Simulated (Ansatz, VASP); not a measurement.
**AlN in VASP and in Ansatz**

Contents of INCAR:

```
PREC = Accurate
ENCUT = 520
EDIFF = 1E-6
ISMEAR = -1
SIGMA = 0.02
LREAL = F
LASPH = T
NELM = 80
ALGO = Normal
ISIF = 2
LWAVE = F
LCHARG = T
GGA = PE
LELF = T
LVHAR = T
NBANDS = 16
```

File KPOINTS:

```
regular mesh
0
Gamma
  12 12 6
```

Contents of POSCAR:

```
AlN
1.0
    3.1066937614     -0.0776673440      0.0000000000
   -1.6206087737      2.7293093912      0.0000000000
    0.0000000000      0.0000000000      4.9785915477
Al N
2 2
Direct
    0.3359270448      0.6667427841     -0.0033166582
    0.6640729552      0.3332572159      0.4966833418
    0.3417229709      0.6673600985      0.3783166582
    0.6582770291      0.3326399015      0.8783166582
```

Input for Ansatz:

```yaml
crystal:
  lattice:
    - [3.1066937614, -0.077667344, 0.0]
    - [-1.6206087737, 2.7293093912, 0.0]
    - [0.0, 0.0, 4.9785915477]
  atoms:
    - { symbol: Al, position: [0.3359270448, 0.6667427841, -0.0033166582] }
    - { symbol: Al, position: [0.6640729552, 0.3332572159, 0.4966833418] }
    - { symbol: "N", position: [0.3417229709, 0.6673600985, 0.3783166582] }
    - { symbol: "N", position: [0.6582770291, 0.3326399015, 0.8783166582] }
kpoints:
  mp_grid: { grid: [12, 12, 6] }
  band_path:
    path:
      - [0.0, 0.0, 0.0]
      - [0.5, 0.0, 0.0]
      - [0.3333333333, 0.3333333333, 0.0]
      - [0.0, 0.0, 0.5]
      - [0.5, 0.0, 0.5]
      - [0.3333333333, 0.3333333333, 0.5]
      - [-0.005208, -0.005208, 0.0]
    npoints: 1
hamiltonian:
  xc: pbe
scf:
  occupations: { method: fermi_dirac, width: 0.02 }
  n_extra_bands: 5
output:
  forces: true
  stress: true
  eigenvalues: true
  write_density: true
  write_potential: true
  elf: true
  volumetric_format: npy
```

Change from the starting cell: shear_xy strain -5.0%.

Alike in both runs: task single point; functional PBE; k mesh 12 × 12 × 6; occupations fermi-dirac, width 0.02 eV; no spin polarisation.

|  | VASP | Ansatz |
| --- | --- | --- |
| version | VASP 6.6.1 | Ansatz 0.2.0 |
| potentials or method | VASP PAW PBE potentials, release 64 (Al, N) | plane waves, PAW |
| plane-wave cutoff (eV) | 520 | 420 |
| valence electrons in the cell | 16 | 16 |

```csv
,VASP,Ansatz,Ansatz less VASP
gap on the k mesh at the Fermi level (eV),4.22,4.21,-0.010
pressure (GPa),4.4,4.7,+0.25
"traceless stress, the component that is largest in VASP (GPa)",6.34,6.29,-0.054
rms of the force components (eV/Å),0.015,0.015,-0.0004
```

Atom by atom the forces differ by 0.001 eV/Å (rms over components). The functional is the same, so the differences come from potentials, cutoffs and numerics.
